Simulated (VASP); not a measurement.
Set up this calculation in VASP 6.6.1, as the native input.

```yaml
Task: single point
Functional: RPBE
Potentials_or_basis: VASP PAW PBE potentials, release 64 (H, Pb_d, N, O)
Cutoff: 520 eV
k_mesh: 5 × 4 × 3
Occupations: fermi-dirac, width 0.05 eV
Spin: no spin polarisation
Dipole_correction: no
Further_INCAR_settings: ALGO = Normal; EDIFF = 1e-06; NBANDS = 57
```

The structure of HPbNO4 lies in POSCAR:

```
HPbNO4
1.0
    4.1204000000     -0.0008100000     -0.0112000000
    0.0040400000      6.4272200000      0.0536000000
    0.0279100000      3.2070700000      7.7499400000
H Pb N O
2 2 2 8
Direct
    0.9036600000      0.2182100000      0.4885100000
    0.4033700000      0.7817700000      0.5114200000
    0.3945500000      0.3086300000      0.7072500000
    0.8948900000      0.6913500000      0.2926600000
    0.6340900000      0.1999000000      0.2073000000
    0.1338600000      0.8001200000      0.7927500000
    0.9082900000      0.3286600000      0.5436900000
    0.5379200000      0.3907600000      0.1949700000
    0.5348300000      0.1127900000      0.1060200000
    0.8371800000      0.0888700000      0.3267200000
    0.4081700000      0.6713200000      0.4562400000
    0.0377400000      0.6092400000      0.8052000000
    0.0342900000      0.8873700000      0.8939700000
    0.3371600000      0.9110100000      0.6733000000
```

One way to write it, as run:

INCAR

```
SYSTEM = HPbNO4
ALGO = Normal
EDIFF = 1E-6
ENCUT = 520
GGA = RP
ISIF = 2
ISMEAR = -1
LASPH = .TRUE.
LCHARG = .FALSE.
LREAL = .FALSE.
LWAVE = .FALSE.
NBANDS = 57
NELM = 80
PREC = Accurate
SIGMA = 0.05
```

KPOINTS

```
k-points
0
G
  5 4 3
  0 0 0
```

Potentials or basis: VASP PAW PBE potentials, release 64 (H, Pb_d, N, O).

Run with:

```console
$ cat potpaw_PBE.64/H/POTCAR potpaw_PBE.64/Pb_d/POTCAR potpaw_PBE.64/N/POTCAR potpaw_PBE.64/O/POTCAR > POTCAR
$ mpirun -np 1 vasp_std > vasp.out
```

Results of the run:

```
Pressure               : 3.2 GPa
Largest force          : 0.723 eV/Å
Band gap on the k mesh : 3.34 eV (least direct gap 3.42 eV)
```

Caveat: the standard files for N, O and F lose accuracy on very short bonds; the cell stands under pressure; the PAW data sets were made with another functional, which shifts forces and pressure a little; spin-orbit coupling is left out, which moves the levels of the heavy elements; an odd mesh through Γ misses points on the zone boundary, where band edges can lie.

It took 7.1 min on 1 thread of Intel(R) Xeon(R) Platinum 8259CL CPU @ 2.50GHz (Skylake/Cascade Lake), with other jobs on the host, peak memory 0.47 GiB.
